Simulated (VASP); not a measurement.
Here is a VASP 6.6.1 calculation.

INCAR

```
PREC     = Accurate       # precision mode
ENCUT    = 600            # plane-wave cutoff, eV
EDIFF    = 1E-6           # SCF threshold, eV
ISMEAR   = 0              # smearing method
SIGMA    = 0.1            # smearing width, eV
LREAL    = False          # projectors in reciprocal space
LASPH    = True           # aspherical terms in the spheres
NELM     = 120            # most SCF steps
ALGO     = Normal         # electronic algorithm
ISIF     = 2              # what is computed and relaxed
LWAVE    = False          # write WAVECAR
LCHARG   = True           # write CHGCAR
GGA      = PE             # functional
IVDW     = 13             # dispersion correction
LELF     = True           # ELF
LVHAR    = True         
ISYM     = 0            
NBANDS   = 7              # bands
GGA_COMPAT= False
```

KPOINTS

```
Automatic mesh
0
Gamma
  2 6 3
```

The input POSCAR:

```
Mg
1.0
   -1.8359916300      1.8359916300      1.6794040200
    1.8359916300     -1.8359916300      1.6794040200
    1.8359916300      1.8359916300     -1.6794040200
Mg
1
Direct
   -0.0220668079     -0.0166143795     -0.0150123146
```

Potentials or basis: VASP PAW PBE potentials, release 64 (Mg).

Run with:

```sh
$ cat potpaw_PBE.64/Mg/POTCAR > POTCAR
$ mpirun -np 1 vasp_std > vasp.out
```

(1) What does it give for the pressure?

(2) What does it give for the band gap on the k mesh?

## Answers

(1) -0.1 GPa.

(2) zero (bands 1 and 2 overlap by 2.07 eV).

Caveat: the k points lie up to 1.07 Å⁻¹ apart, too coarse for converged energies and pressures of a metal.
